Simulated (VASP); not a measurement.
# GaP in VASP: notebook

Runs on GaP. Level: PBE. Tasks: single point.

Everything below comes from runs of VASP 6.6.1. Logs are shortened: lines on timing, memory, paths and dates and some standing lists are left out, and cuts for length are marked.

### 1 The cell of the first run

The structure is cubic, space group F-43m (No. 216). The conventional cell has a = 5.487 Å, b = 5.487 Å, c = 5.487 Å, α = 90.00°, β = 90.00°, γ = 90.00°. Ga (site symmetry -43m) has 4 P at 2.38 Å within 3.1 Å. Within 3.1 Å of P (site symmetry -43m) lie 4 Ga at 2.38 Å.

### 2 Single point, PBE (20.65 Å³/atom)

INCAR

```
SYSTEM = GaP
PREC = Accurate
ENCUT = 520
EDIFF = 1E-7
ISMEAR = -1
SIGMA = 0.05
LREAL = .FALSE.
LASPH = .TRUE.
NELM = 100
ALGO = Normal
ISIF = 2
LWAVE = .FALSE.
LCHARG = .FALSE.
GGA = PE
NBANDS = 16
```

KPOINTS

```
Automatic mesh
0
G
  10 10 10
  0 0 0
```

POSCAR

```
GaP
1.0
    0.0000000000      2.7432985392      2.7432985392
    2.7432985392      0.0000000000      2.7432985392
    2.7432985392      2.7432985392      0.0000000000
Ga P
1 1
Direct
    0.0000000000      0.0000000000      0.0000000000
    0.7500000000      0.7500000000      0.7500000000
```

Potentials or basis: VASP PAW PBE potentials, release 64 (Ga_d, P).

Started as:

```console
$ cat potpaw_PBE.64/Ga_d/POTCAR potpaw_PBE.64/P/POTCAR > POTCAR
$ mpirun -np 1 vasp_std > vasp.out
```

OUTCAR:

```text
SYSTEM = GaP
   PREC = Accurate
   ENCUT = 520
   EDIFF = 1E-7
   ISMEAR = -1
   LREAL = .FALSE.
   LASPH = .TRUE.
   NELM = 100
   ISIF = 2
   GGA = PE

 ion  position               nearest neighbor table
   1  0.000  0.000  0.000-   2 2.38   2 2.38   2 2.38   2 2.38
   2  0.750  0.750  0.750-   1 2.38   1 2.38   1 2.38   1 2.38

  LATTYP: Found a face centered cubic cell.
 ALAT       =     5.4865970784

  Lattice vectors:

 A1 = (   0.0000000000,   2.7432985392,   2.7432985392)
 A2 = (   2.7432985392,   0.0000000000,   2.7432985392)
 A3 = (   2.7432985392,   2.7432985392,   0.0000000000)

Analysis of symmetry for initial positions (statically):
=====================================================================
 Subroutine PRICEL returns:
 Original cell was already a primitive cell.

 Routine SETGRP: Setting up the symmetry group for a
 face centered cubic supercell.

 Subroutine GETGRP returns: Found 24 space group operations
 (whereof 24 operations were pure point group operations)
 out of a pool of 48 trial point group operations.

The static configuration has the point symmetry T_d .

Analysis of symmetry for dynamics (positions and initial velocities):
=====================================================================
 Subroutine PRICEL returns:
 Original cell was already a primitive cell.

 Routine SETGRP: Setting up the symmetry group for a
 face centered cubic supercell.

 Subroutine GETGRP returns: Found 24 space group operations
 (whereof 24 operations were pure point group operations)
 out of a pool of 48 trial point group operations.

The dynamic configuration has the point symmetry T_d .

 Subroutine INISYM returns: Found 24 space group operations
 (whereof 24 operations are pure point group operations),
 and found     1 'primitive' translations

----------------------------------------------------------------------------------------

                                     Primitive cell

  volume of cell :      41.2904

  direct lattice vectors                    reciprocal lattice vectors
     0.000000000  2.743298539  2.743298539    -0.182262336  0.182262336  0.182262336
     2.743298539  0.000000000  2.743298539     0.182262336 -0.182262336  0.182262336
     2.743298539  2.743298539  0.000000000     0.182262336  0.182262336 -0.182262336

  length of vectors
     3.879610000  3.879610000  3.879610000     0.315687626  0.315687626  0.315687626

  position of ions in fractional coordinates (direct lattice)
     0.000000000  0.000000000  0.000000000
     0.750000000  0.750000000  0.750000000

  ion indices of the primitive-cell ions
   primitive index   ion index
                 1           1
                 2           2

----------------------------------------------------------------------------------------

 KPOINTS: Automatic mesh

Automatic generation of k-mesh.
 Grid dimensions read from file:
 generate k-points for:   10   10   10

 Generating k-lattice:

  Cartesian coordinates                     Fractional coordinates (reciprocal lattice)
    -0.018226234  0.018226234  0.018226234     0.100000000  0.000000000  0.000000000
     0.018226234 -0.018226234  0.018226234     0.000000000  0.100000000  0.000000000
     0.018226234  0.018226234 -0.018226234     0.000000000  0.000000000  0.100000000

  Length of vectors
     0.031568763  0.031568763  0.031568763

  Shift w.r.t. Gamma in fractional coordinates (k-lattice)
     0.000000000  0.000000000  0.000000000

 Subroutine IBZKPT returns following result:
 ===========================================

 Found     47 irreducible k-points:

 Following reciprocal coordinates:
            Coordinates               Weight
  0.000000  0.000000  0.000000      1.000000
  0.100000  0.000000  0.000000      8.000000
  0.200000  0.000000  0.000000      8.000000
  0.300000  0.000000  0.000000      8.000000
  0.400000  0.000000  0.000000      8.000000
  0.500000  0.000000  0.000000      4.000000
[... 16 lines left out ...]
  0.300000  0.300000  0.000000      6.000000
  0.400000  0.300000  0.000000     24.000000
 [... further k-points ...]
   k-points           NKPTS =     47   k-points in BZ     NKDIM =     47   number of bands    NBANDS=     16
   number of dos      NEDOS =    301   number of ions     NIONS =      2
   total plane-waves  NPLWV =  27000
   dimension x,y,z NGX =    30 NGY =   30 NGZ =   30
   dimension x,y,z NGXF=    60 NGYF=   60 NGZF=   60
   ions per type =               1   1
   NGX,Y,Z   is equivalent  to a cutoff of  12.86, 12.86, 12.86 a.u.
   NGXF,Y,Z  is equivalent  to a cutoff of  25.71, 25.71, 25.71 a.u.
 SYSTEM =  GaP
   PREC   = accura    normal or accurate (medium, high low for compatibility)
   ISTART =      0    job   : 0-new  1-cont  2-samecut
   ICHARG =      2    charge: 1-file 2-atom 10-const
   ISPIN  =      1    spin polarized calculation?
   LNONCOLLINEAR =      F non collinear calculations
   LSORBIT =      F    spin-orbit coupling
   LASPH  =      T    aspherical Exc in radial PAW
   ENCUT  =  520.0 eV  38.22 Ry    6.18 a.u.   7.21  7.21  7.21*2*pi/ulx,y,z
   NELM   =    100;   NELMIN=  2; NELMDL= -5     # of ELM steps
   EDIFF  = 0.1E-06   stopping-criterion for ELM
   LREAL  =      F    real-space projection
   EDIFFG = 0.1E-05   stopping-criterion for IOM
   NSW    =      0    number of steps for IOM
   IBRION =     -1    ionic relax: 0-MD 1-quasi-New 2-CG
   NFREE  =      0    steps in history (QN), initial steepest desc. (CG)
   ISIF   =      2    stress and relaxation
   ISYM   =      2    0-nonsym 1-usesym 2-fastsym
   POTIM  = 0.5000    time-step for ionic-motion
   TEBEG  =    0.0;   TEEND  =   0.0 temperature during run
   PSTRESS=    0.0 pullay stress
   NELECT =      18.0000    total number of electrons
   NUPDOWN=      -1.0000    fix difference up-down
   EMIN   =  10.00;   EMAX   =-10.00  energy-range for DOS
   EFERMI =   0.00;   METHOD = LEGACY
   ISMEAR =    -1;   SIGMA  =   0.05  broadening in eV -4-tet -1-fermi 0-gaus
   EFERMI_NEDOS =   21; number of points for ismear=-14 and -15
   IALGO  =     38    algorithm
   IMIX   =      4    mixing-type and parameters
     AMIX     =   0.40;   BMIX     =  1.00
     AMIX_MAG =   1.60;   BMIX_MAG =  1.00
  volume/ion in A,a.u.               =      20.65       139.32
  Fermi-wavevector in a.u.,A,eV,Ry     =   1.241317  2.345748 20.964770  1.540867
  Thomas-Fermi vector in A             =   2.375720
   LORBIT       =      0    0 simple, 1 ext, 2 COOP (PROOUT), +10 PAW based schemes
   GGA     = PE    functional components
   LHFCALC =     F    Hartree Fock is set to
   AEXX    =    0.0000 exact exchange contribution
   IVDW    =     0    specifies the selected vdW correction
   LEPSILON=     F    determine dielectric tensor
   LRPA    =     F    only Hartree local field effects (RPA)
 non-spin polarized calculation
  energy-cutoff  :      520.00
  volume of cell :       41.29
 maximum number of plane-waves:      1139
 NGX is ok and might be reduce to    30
   NGX = 15   NGY = 15   NGZ = 15

 number of electron      17.9999997 magnetization

 Free energy of the ion-electron system (eV)
  ---------------------------------------------------
  ext. energy  EPLUGINS =         0.00000000
  ---------------------------------------------------
  free energy    TOTEN  =        -9.12645784 eV

  energy without entropy =       -9.12645784  energy(sigma->0) =       -9.12645784

 E-fermi :   5.2349     XC(G=0):  -9.7434

 val. band max:        4.4512215582   @ k =   0.0000   0.0000   0.0000
 cond. band min:       6.0640671630   @ k =   0.5000   0.0000   0.0000
 fundamental gap:      1.6128456048
 Fermi energy:         5.2348986374

 k-point     1 :       0.0000    0.0000    0.0000
  band No.  band energies     occupation
      1     -10.0666      2.00000
      2     -10.0666      2.00000
      3     -10.0666      2.00000
      4      -9.9728      2.00000
      5      -9.9728      2.00000
      6      -7.8931      2.00000
[... 8 lines left out ...]
     15      14.2116      0.00000
     16      14.2116      0.00000

 k-point     2 :       0.1000    0.0000    0.0000
  band No.  band energies     occupation
      1     -10.0748      2.00000
      2     -10.0637      2.00000
      3     -10.0637      2.00000
      4      -9.9728      2.00000
      5      -9.9728      2.00000
      6      -7.7664      2.00000
[... 8 lines left out ...]
     15      13.7526      0.00000
     16      13.7869      0.00000

 k-point     3 :       0.2000    0.0000    0.0000
  band No.  band energies     occupation
      1     -10.0949      2.00000
      2     -10.0567      2.00000
      3     -10.0567      2.00000
      4      -9.9723      2.00000
      5      -9.9723      2.00000
      6      -7.3991      2.00000
[... 8 lines left out ...]
     15      13.3372      0.00000
     16      14.4899      0.00000

 k-point     4 :       0.3000    0.0000    0.0000
  band No.  band energies     occupation
      1     -10.1179      2.00000
      2     -10.0493      2.00000
      3     -10.0493      2.00000
      4      -9.9703      2.00000
      5      -9.9703      2.00000
      6      -6.8380      2.00000
[... 8 lines left out ...]
     15      13.7336      0.00000
     16      14.1376      0.00000

 k-point     5 :       0.4000    0.0000    0.0000
  band No.  band energies     occupation
      1     -10.1353      2.00000
      2     -10.0447      2.00000
      3     -10.0447      2.00000
      4      -9.9674      2.00000
      5      -9.9674      2.00000
      6      -6.2149      2.00000
[... 8 lines left out ...]
     15      14.9393      0.00000
     16      14.9393      0.00000

 k-point     6 :       0.5000    0.0000    0.0000
  band No.  band energies     occupation
      1     -10.1418      2.00000
      2     -10.0433      2.00000
      3     -10.0433      2.00000
      4      -9.9659      2.00000
      5      -9.9659      2.00000
      6      -5.8917      2.00000
[... 8 lines left out ...]
     15      16.0748      0.00000
     16      16.0748      0.00000

 k-point     7 :       0.1000    0.1000    0.0000
  band No.  band energies     occupation
      1     -10.0803      2.00000
      2     -10.0610      2.00000
      3     -10.0610      2.00000
      4      -9.9752      2.00000
      5      -9.9708      2.00000
      6      -7.7243      2.00000
[... 8 lines left out ...]
     15      14.0105      0.00000
     16      14.3671      0.00000

 k-point     8 :       0.2000    0.1000    0.0000
  band No.  band energies     occupation
      1     -10.0967      2.00000
      2     -10.0552      2.00000
      3     -10.0539      2.00000
      4      -9.9772      2.00000
      5      -9.9689      2.00000
      6      -7.4370      2.00000
[... 8 lines left out ...]
     15      14.2375      0.00000
     16      14.9973      0.00000

 k-point     9 :       0.3000    0.1000    0.0000
  band No.  band energies     occupation
      1     -10.1166      2.00000
      2     -10.0490      2.00000
      3     -10.0461      2.00000
      4      -9.9772      2.00000
      5      -9.9668      2.00000
      6      -6.9370      2.00000
[... 8 lines left out ...]
     15      14.4504      0.00000
     16      15.0350      0.00000
[... 172 lines left out ...]
 k-point    19 :       0.5000    0.2000    0.0000
  band No.  band energies     occupation
      1     -10.1478      2.00000
      2     -10.0357      2.00000
      3     -10.0290      2.00000
      4      -9.9803      2.00000
      5      -9.9627      2.00000
      6      -5.6893      2.00000
[... 8 lines left out ...]
     15      16.1136      0.00000
     16      17.0332      0.00000

 k-point    20 :      -0.4000    0.2000    0.0000
  band No.  band energies     occupation
      1     -10.1463      2.00000
      2     -10.0373      2.00000
      3     -10.0306      2.00000
      4      -9.9746      2.00000
      5      -9.9675      2.00000
      6      -5.5935      2.00000
[... 8 lines left out ...]
     15      14.4690      0.00000
     16      16.8578      0.00000

 k-point    21 :      -0.3000    0.2000    0.0000
  band No.  band energies     occupation
      1     -10.1375      2.00000
      2     -10.0398      2.00000
      3     -10.0360      2.00000
      4      -9.9731      2.00000
      5      -9.9704      2.00000
      6      -6.0511      2.00000
[... 8 lines left out ...]
     15      15.3446      0.00000
     16      17.1762      0.00000

 k-point    22 :      -0.2000    0.2000    0.0000
  band No.  band energies     occupation
      1     -10.1236      2.00000
      2     -10.0446      2.00000
      3     -10.0436      2.00000
      4      -9.9759      2.00000
      5      -9.9687      2.00000
      6      -6.6457      2.00000
[... 8 lines left out ...]
     15      15.6617      0.00000
     16      16.4074      0.00000

 k-point    23 :       0.3000    0.3000    0.0000
  band No.  band energies     occupation
      1     -10.1447      2.00000
      2     -10.0273      2.00000
      3     -10.0273      2.00000
      4      -9.9929      2.00000
      5      -9.9595      2.00000
      6      -6.4716      2.00000
[... 8 lines left out ...]
     15      15.5387      0.00000
     16      18.0938      0.00000

 k-point    24 :       0.4000    0.3000    0.0000
  band No.  band energies     occupation
      1     -10.1561      2.00000
      2     -10.0219      2.00000
      3     -10.0200      2.00000
      4      -9.9953      2.00000
      5      -9.9575      2.00000
      6      -5.9675      2.00000
[... 8 lines left out ...]
     15      16.1797      0.00000
     16      18.0775      0.00000

 [... further k-points ...]

------------------------ aborting loop because EDIFF is reached ----------------------------------------

  FORCE on cell =-STRESS in cart. coord.  units (eV):
  Direction    XX          YY          ZZ          XY          YZ          ZX
  --------------------------------------------------------------------------------------
  -------------------------------------------------------------------------------------
  Total        0.2136296      0.2136296      0.2136296      0.0000000     -0.0000000     -0.0000000
  in kB        8.2893942      8.2893942      8.2893942      0.0000000     -0.0000000     -0.0000000
  external PRESSURE =       8.2893942 kB  Pullay stress =       0.0000000 kB

 VOLUME and BASIS-vectors are now :
 -----------------------------------------------------------------------------
  energy-cutoff  :      520.00
  volume of cell :       41.29
      direct lattice vectors                 reciprocal lattice vectors
     0.000000000  2.743298539  2.743298539    -0.182262336  0.182262336  0.182262336
     2.743298539  0.000000000  2.743298539     0.182262336 -0.182262336  0.182262336
     2.743298539  2.743298539  0.000000000     0.182262336  0.182262336 -0.182262336

 POSITION                                       TOTAL-FORCE (eV/Angst)
 -----------------------------------------------------------------------------------
      0.00000      0.00000      0.00000        -0.000000     -0.000000     -0.000000
      4.11495      4.11495      4.11495         0.000000      0.000000      0.000000
 -----------------------------------------------------------------------------------
    total drift:                               -0.000002     -0.000002     -0.000002

  FREE ENERGIE OF THE ION-ELECTRON SYSTEM (eV)
  ---------------------------------------------------
  free  energy   TOTEN  =        -9.1264578438 eV

  energy  without entropy=       -9.1264578414  energy(sigma->0) =       -9.12645784
```

Wall time 41 s (1 thread of Intel Xeon 6975P-C (Granite Rapids), shared host); peak memory 0.18 GiB.

Results:

| Item | Value |
| --- | --- |
| Free energy | -9.1265 eV |
| Pressure | 0.8 GPa |
| Band gap on the k mesh | 1.61 eV (least direct gap 1.66 eV) |

A k mesh can miss the band edges.

(Part 1 of 2 ends here.)
